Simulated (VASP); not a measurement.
Wanted: the native input for a VASP 6.6.1 run.

```
Task                   : single point
Functional             : PBEsol
Potentials or basis    : VASP PAW PBE potentials, release 64 (Sb)
Cutoff                 : 520 eV
k mesh                 : 7 × 7 × 7
Occupations            : fermi-dirac, width 0.05 eV
Spin                   : no spin polarisation
Dipole correction      : no
Further INCAR settings : ALGO = Normal; EDIFF = 1e-07; NBANDS = 18
```

The structure of Sb lies in POSCAR:

```
Sb
1.0
   -3.9895406397      3.9895406397      2.0306653104
    3.9895406397     -3.9895406397      2.0306653104
    3.9895406397      3.9895406397     -2.0306653104
Sb
4
Direct
    0.6510302206      0.1510302206      0.8020604411
    0.1510302206      0.3489697794      0.5000000000
    0.3489697794      0.8489697794      0.1979395589
    0.8489697794      0.6510302206      0.5000000000
```

One way to write it, as run:

INCAR

```
SYSTEM = Sb
PREC     = Accurate       ! precision mode
ENCUT    = 520            ! plane-wave cutoff, eV
EDIFF    = 1E-7           ! SCF threshold, eV
ISMEAR   = -1             ! smearing method
SIGMA    = 0.05           ! smearing width, eV
LREAL    = .False.        ! projectors in reciprocal space
LASPH    = .True.         ! aspherical terms in the spheres
NELM     = 60             ! most SCF steps
ALGO     = Normal         ! electronic algorithm
ISIF     = 2              ! what is computed and relaxed
LWAVE    = .False.        ! write WAVECAR
LCHARG   = .False.        ! write CHGCAR
GGA      = PS             ! functional
NBANDS   = 18             ! bands
```

KPOINTS

```
Automatic mesh
0
Gamma
  7 7 7
  0 0 0
```

Potentials or basis: VASP PAW PBE potentials, release 64 (Sb).

Command:

```bash
$ cat potpaw_PBE.64/Sb/POTCAR > POTCAR
$ mpirun -np 1 vasp_std > vasp.out
```

Results of the run:

The pressure is 0.1 GPa and the largest force is 0.011 eV/Å. The band gap on the k mesh is zero (bands 10 and 11 overlap by 1.60 eV).

Caveat: the PAW data sets were made with another functional, which shifts forces and pressure a little; spin-orbit coupling is left out, which moves the levels of the heavy elements.

Wall time 3.8 min on 1 thread of Intel Xeon 8259CL (shared host), peak memory 0.33 GiB.
